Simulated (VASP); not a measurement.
Input of a VASP 6.6.1 run:

File POSCAR:

```
Ga
1.0
    0.0000000000      2.9794245133      2.9794245133
    2.9794245133      0.0000000000      2.9794245133
    2.9794245133      2.9794245133      0.0000000000
Ga
2
Direct
    0.0000000000      0.0000000000      0.0000000000
    0.2500000000      0.2500000000      0.2500000000
```

INCAR.step1

```
  PREC = Accurate
  ENCUT = 520
  ISMEAR = -1
  SIGMA = 0.1
  LREAL = False
  LASPH = True
  NELM = 100
  NBANDS = 20
  GGA = PE
  ALGO = Normal
  EDIFF = 1E-4
  LWAVE = True
  LCHARG = False
```

INCAR.step2

```
  PREC = Accurate
  ENCUT = 520
  EDIFF = 1E-6
  ISMEAR = -1
  SIGMA = 0.1
  LREAL = False
  LASPH = True
  NELM = 100
  ALGO = Normal
  ISIF = 2
  LWAVE = False
  LCHARG = False
  METAGGA = R2SCAN
  LMIXTAU = True
  NBANDS = 20
  ISTART = 1
```

Contents of KPOINTS:

```
regular mesh
0
Gamma
  10 10 10
```

Potentials or basis: VASP PAW PBE potentials, release 64 (Ga_d).

Launch:

```bash
$ cat potpaw_PBE.64/Ga_d/POTCAR > POTCAR
$ cp INCAR.step1 INCAR
$ mpirun -np 1 vasp_std > vasp.out
$ cp INCAR.step2 INCAR
$ mpirun -np 1 vasp_std > vasp.out
```

(1) Estimate the band gap on the k mesh.

(2) Predict the pressure.

## Answers

(1) zero (band 13 reaches 4.87 eV, above the bottom of band 14 at 0.81 eV).

(2) -3.2 GPa.

Caveat: the PAW data sets were made with another functional, which shifts forces and pressure a little.
